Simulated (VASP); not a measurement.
# GaSi16 (a cell with a defect) in VASP: a series of runs, part 2 of 2

VASP 6.6.1. Earlier steps stand in the parts before.

## 3. Single point, PBEsol, collinear spin, zero start

INCAR reads:

```
PREC = Accurate ; ENCUT = 520
EDIFF = 1E-7 ; ISMEAR = 0
SIGMA = 0.05 ; LREAL = Auto
LASPH = True ; NELM = 150
ALGO = Normal ; ISIF = 2
LWAVE = False ; LCHARG = False
ISPIN = 2 ; MAGMOM = 0 0 0 0 0 0 0 0 0 0 0 0 0 0 0 0 0
LORBIT = 11 ; GGA = PS
NBANDS = 56
```

KPOINTS reads:

```
Automatic mesh
0
Gamma
  2 2 2
```

POSCAR reads:

```
GaSi16
1.0
    0.0000000000      5.4300000000      5.4300000000
    5.4300000000      0.0000000000      5.4300000000
    5.4300000000      5.4300000000      0.0000000000
Si Ga
16 1
Direct
    0.0000054328     -0.0000050645     -0.0000087477
    0.1236714549      0.1236736648      0.1236744015
    0.0025902394      0.0026298343      0.4973788214
    0.1236830571      0.1236850829      0.6289493554
    0.0025850829      0.4973795580      0.0026384899
    0.1236804788      0.6289561694      0.1236832413
    0.0026079190      0.4973994475      0.4973944751
    0.1382004604      0.6205997238      0.6205993554
    0.4973807551      0.0026104052      0.0026244015
    0.6289755064      0.1236755064      0.1236762431
    0.4974008287      0.0026332413      0.4973820442
    0.6205592081      0.1383238490      0.6205577348
    0.4973963168      0.4973825046      0.0026423573
    0.6205444751      0.6205433702      0.1383674954
    0.4999399632      0.5000539595      0.5000944751
    0.6206104972      0.6206099448      0.6206097606
    0.7499227440      0.7500693370      0.7501212707
```

Potentials or basis: VASP PAW PBE potentials, release 64 (Si, Ga_d).

The run is started by

```bash
$ cat potpaw_PBE.64/Si/POTCAR potpaw_PBE.64/Ga_d/POTCAR > POTCAR
$ mpirun -np 1 vasp_std > vasp.out
```

OUTCAR:

```text
PREC = Accurate
   ENCUT = 520
   EDIFF = 1E-7
   ISMEAR = 0
   LREAL = Auto
   LASPH = True
   NELM = 150
   ISIF = 2
   ISPIN = 2
   LORBIT = 11
   GGA = PS

 ion  position               nearest neighbor table
   1  0.000  1.000  1.000-   2 2.33  10 2.33   6 2.33   4 2.33
   2  0.124  0.124  0.124-   1 2.33   3 2.34   5 2.34   9 2.34
   3  0.003  0.003  0.497-   2 2.34   4 2.34   8 2.40  12 2.40  17 2.74
   4  0.124  0.124  0.629-   1 2.33   7 2.34  11 2.34   3 2.34
   5  0.003  0.497  0.003-   2 2.34   6 2.34   8 2.40  14 2.40  17 2.74
   6  0.124  0.629  0.124-   1 2.33   7 2.34  13 2.34   5 2.34
   7  0.003  0.497  0.497-   6 2.34   4 2.34  16 2.40   8 2.40  17 2.74
   8  0.138  0.621  0.621-  15 2.27   7 2.40   3 2.40   5 2.40  17 2.43
[... 1109 lines left out ...]
      4.08680      4.08679      1.34321        -0.002719     -0.002666      0.002665
      2.71510      0.02836      2.71481         0.000113      0.005931      0.000897
      4.08683      1.34319      4.08682        -0.002762      0.002623     -0.002624
[... 9 lines left out ...]
      6.73982      6.73983      6.73983         0.001498      0.000987      0.000869
      8.14603      8.14524      8.14496         0.000121     -0.000166      0.000023
 -----------------------------------------------------------------------------------
    total drift:                               -0.000160      0.000311     -0.000659

  FREE ENERGIE OF THE ION-ELECTRON SYSTEM (eV)
  ---------------------------------------------------
  free  energy   TOTEN  =       -91.7044948179 eV

  energy  without entropy=      -91.6974408752  energy(sigma->0) =      -91.70096785

 total charge

# of ion       s       p       d       tot
------------------------------------------
    1        0.737   0.967   0.000   1.704
    2        0.747   0.952   0.000   1.698
    3        0.746   0.927   0.000   1.673
    4        0.747   0.952   0.000   1.698
    5        0.746   0.927   0.000   1.673
    6        0.747   0.952   0.000   1.698
[... 9 lines left out ...]
   16        0.758   0.940   0.000   1.698
   17        1.084   0.725  10.060  11.869
--------------------------------------------------
tot         13.073  15.822  10.060  38.955

 magnetization (x)

# of ion       s       p       d       tot
------------------------------------------
    1        0.000   0.000   0.000   0.000
    2        0.000   0.000   0.000   0.000
    3        0.000  -0.000   0.000  -0.000
    4        0.000   0.000   0.000   0.000
    5        0.000   0.000   0.000   0.000
    6        0.000   0.000   0.000   0.000
[... 9 lines left out ...]
   16       -0.000   0.000   0.000   0.000
   17        0.000   0.000   0.000   0.000
--------------------------------------------------
tot          0.000   0.000   0.000   0.000
```

stdout:

```text
POSCAR found type information on POSCAR SiGa
 POSCAR found :  2 types and      17 ions
 scaLAPACK will be used
 -----------------------------------------------------------------------------
|                                                                             |
|                                                                             |
|     You enforced a specific xc type in the INCAR file but a different       |
|     I HOPE YOU KNOW WHAT YOU ARE DOING!                                     |
|                                                                             |
 -----------------------------------------------------------------------------

 LDA part: xc-table for (Slater+PW92), standard interpolation
 POSCAR, INCAR and KPOINTS ok, starting setup
 FFT: planning ... GRIDC
 FFT: planning ... GRID_SOFT
 FFT: planning ... GRID
 WAVECAR not read
 entering main loop
```

Run time: 9.3 min. Hardware: 1 thread of Intel Xeon 6975P-C, shared host; peak memory 0.72 GiB.

What came out:

| Item | Value |
| --- | --- |
| Free energy | -91.7045 eV |
| Pressure | 4.3 GPa |
| Largest force | 0.006 eV/Å |
| Net moment | 0.00 μB per cell |
| Valence electrons inside the program's atomic spheres | Si 1.70, 1.67, 1.76; Ga 11.87 |

Forces in eV/Å, atoms in the order of the input:
```
Si  -0.001  0.000  0.000
Si   0.003  0.003  0.003
Si   0.000  0.001  0.006
Si  -0.003 -0.003  0.003
Si   0.000  0.006  0.001
Si  -0.003  0.003 -0.003
Si  -0.006  0.000  0.000
Si   0.002 -0.001 -0.001
Si   0.006  0.000  0.000
Si   0.003 -0.003 -0.003
Si   0.000 -0.006 -0.001
Si  -0.002  0.002 -0.002
Si   0.000 -0.001 -0.006
Si  -0.001 -0.002  0.002
Si   0.000  0.000  0.000
Si   0.001  0.001  0.001
Ga   0.000  0.000  0.000
```

Levels at points of the mesh, in eV from the Fermi level:
Spin up:
| k point | band 36 | band 37 | band 38 | band 39 | band 40 | band 41 |
| --- | --- | --- | --- | --- | --- | --- |
| (0.00, 0.00, 0.00) | -0.61 | -0.61 | -0.61 | -0.16 | -0.16 | -0.16 |
| (0.50, 0.00, 0.00) | -1.34 | -1.34 | -1.06 | 0.15 | 0.62 | 0.63 |
| (0.00, 0.50, 0.00) | -1.34 | -1.34 | -1.06 | 0.15 | 0.63 | 0.63 |
| (0.00, 0.00, 0.50) | -1.34 | -1.34 | -1.06 | 0.15 | 0.63 | 0.63 |
| (0.50, 0.50, 0.50) | -1.34 | -1.34 | -1.06 | 0.15 | 0.62 | 0.63 |
| (0.50, 0.50, 0.00) | -1.88 | -1.81 | -0.60 | 0.29 | 1.15 | 1.26 |
| (0.00, 0.50, 0.50) | -1.88 | -1.81 | -0.60 | 0.29 | 1.15 | 1.26 |
| (0.50, 0.00, 0.50) | -1.88 | -1.81 | -0.60 | 0.29 | 1.15 | 1.26 |
Spin down:
```tsv
k point	band 36	band 37	band 38	band 39	band 40	band 41
(0.00, 0.00, 0.00)	-0.61	-0.61	-0.61	-0.16	-0.16	-0.16
(0.50, 0.00, 0.00)	-1.34	-1.34	-1.06	0.15	0.62	0.63
(0.00, 0.50, 0.00)	-1.34	-1.34	-1.06	0.15	0.63	0.63
(0.00, 0.00, 0.50)	-1.34	-1.34	-1.06	0.15	0.63	0.63
(0.50, 0.50, 0.50)	-1.34	-1.34	-1.06	0.15	0.62	0.63
(0.50, 0.50, 0.00)	-1.88	-1.81	-0.60	0.29	1.15	1.26
(0.00, 0.50, 0.50)	-1.88	-1.81	-0.60	0.29	1.15	1.26
(0.50, 0.00, 0.50)	-1.88	-1.81	-0.60	0.29	1.15	1.26
```

Caveat: the k points lie up to 0.50 Å⁻¹ apart; the PAW data sets were made with another functional, which shifts forces and pressure a little.

## 4. Single point, PBEsol, collinear spin, zero start

INCAR reads:

```
SYSTEM = GaSi16
ALGO     = Normal         ! electronic algorithm
EDIFF    = 1E-6           ! SCF threshold, eV
ENCUT    = 520            ! plane-wave cutoff, eV
GGA      = PS             ! functional
ISIF     = 2              ! what is computed and relaxed
ISMEAR   = 0              ! smearing method
ISPIN    = 2              ! spin polarisation
LASPH    = .True.         ! aspherical terms in the spheres
LCHARG   = .False.        ! write CHGCAR
LORBIT   = 11             ! projections on sites
LREAL    = Auto         
LWAVE    = .False.        ! write WAVECAR
MAGMOM   = 0 0 0 0 0 0 0 0 0 0 0 0 0 0 0 0 0 ! initial moments
NBANDS   = 56             ! bands
NELM     = 150            ! most SCF steps
PREC     = Accurate       ! precision mode
SIGMA    = 0.05           ! smearing width, eV
```

KPOINTS reads:

```
k-points
0
Gamma
  2 2 2
  0 0 0
```

POSCAR reads:

```
GaSi16
1.0
    0.0000000000      5.4300000000      5.4300000000
    5.4300000000      0.0000000000      5.4300000000
    5.4300000000      5.4300000000      0.0000000000
Si Ga
16 1
Direct
    0.0040899632      0.0045465009      0.0044993554
    0.1243402394      0.1253094843      0.1252220074
    0.0040687845      0.0045348987      0.4869584715
    0.1274397790      0.1276679558      0.6224784530
    0.0040497238      0.4870467772      0.0044767956
    0.1274323204      0.6225308471      0.1276313996
   -0.0039818600      0.5013601289      0.5013273481
    0.1274228361      0.6225217311      0.6224613260
    0.4860796501      0.0046807551      0.0046404236
    0.6219860037      0.1277600368      0.1277300184
    0.5011074586     -0.0038420810      0.5013837017
    0.6219718232      0.1277554328      0.6225755064
    0.5011049724      0.5014151013     -0.0038694291
    0.6219593923      0.6226245856      0.1277221915
    0.5011018416      0.5014125230      0.5013795580
    0.6248882136      0.6250679558      0.6250364641
    0.8743558932      0.8752984346      0.8752166667
```

The run is started by

```bash
$ cat potpaw_PBE.64/Si/POTCAR potpaw_PBE.64/Ga_d/POTCAR > POTCAR
$ mpirun -np 1 vasp_std > vasp.out
```

Run time: 9.6 min. Hardware: 1 thread of Intel Xeon 6975P-C, shared host; peak memory 0.72 GiB.

Results (log left out):

| Quantity | Value |
| --- | --- |
| Free energy | -91.7045 eV |
| Pressure | 4.3 GPa |
| Largest force | 0.006 eV/Å |
| Net moment | 0.00 μB per cell |
| Valence electrons inside the program's atomic spheres | Si 1.70, 1.76, 1.67; Ga 11.87 |

Forces on the atoms (eV/Å):
```
Si  -0.001 -0.003 -0.003
Si  -0.003  0.002  0.002
Si   0.002  0.001 -0.002
Si   0.002 -0.002  0.005
Si   0.002 -0.002  0.001
Si   0.002  0.004 -0.002
Si   0.001 -0.001  0.000
Si  -0.005 -0.002 -0.002
Si  -0.001  0.002  0.002
Si   0.004  0.001  0.001
Si   0.000  0.000 -0.002
Si  -0.001 -0.004  0.002
Si   0.000 -0.002  0.000
Si  -0.002  0.002 -0.004
Si   0.002  0.000  0.000
Si  -0.002  0.001  0.001
Ga  -0.001  0.001  0.001
```

Levels at points of the mesh, in eV from the Fermi level:
Spin up:
| k point | band 35 | band 36 | band 37 | band 38 | band 39 | band 40 | band 41 | band 42 |
| --- | --- | --- | --- | --- | --- | --- | --- | --- |
| (0.00, 0.00, 0.00) | -1.66 | -0.62 | -0.62 | -0.61 | -0.16 | -0.16 | -0.16 | 0.00 |
| (0.50, 0.00, 0.00) | -1.38 | -1.34 | -1.34 | -1.06 | 0.15 | 0.63 | 0.63 | 0.88 |
| (0.00, 0.50, 0.00) | -1.38 | -1.34 | -1.34 | -1.06 | 0.15 | 0.62 | 0.63 | 0.88 |
| (0.00, 0.00, 0.50) | -1.38 | -1.34 | -1.34 | -1.06 | 0.15 | 0.62 | 0.63 | 0.88 |
| (0.50, 0.50, 0.50) | -1.38 | -1.34 | -1.34 | -1.06 | 0.15 | 0.62 | 0.63 | 0.88 |
| (0.50, 0.50, 0.00) | -1.97 | -1.88 | -1.81 | -0.60 | 0.29 | 1.15 | 1.26 | 1.38 |
| (0.00, 0.50, 0.50) | -1.97 | -1.88 | -1.81 | -0.60 | 0.29 | 1.15 | 1.26 | 1.38 |
| (0.50, 0.00, 0.50) | -1.97 | -1.88 | -1.81 | -0.60 | 0.29 | 1.15 | 1.26 | 1.38 |
Spin down:
```csv
k point,band 36,band 37,band 38,band 39,band 40,band 41
"(0.00, 0.00, 0.00)",-0.62,-0.62,-0.61,-0.16,-0.16,-0.16
"(0.50, 0.00, 0.00)",-1.34,-1.34,-1.06,0.15,0.63,0.63
"(0.00, 0.50, 0.00)",-1.34,-1.34,-1.06,0.15,0.62,0.63
"(0.00, 0.00, 0.50)",-1.34,-1.34,-1.06,0.15,0.62,0.63
"(0.50, 0.50, 0.50)",-1.34,-1.34,-1.06,0.15,0.62,0.63
"(0.50, 0.50, 0.00)",-1.88,-1.81,-0.60,0.29,1.15,1.26
"(0.00, 0.50, 0.50)",-1.88,-1.81,-0.60,0.29,1.15,1.26
"(0.50, 0.00, 0.50)",-1.88,-1.81,-0.60,0.29,1.15,1.26
```

Caveat: the k points lie up to 0.50 Å⁻¹ apart; the PAW data sets were made with another functional, which shifts forces and pressure a little.
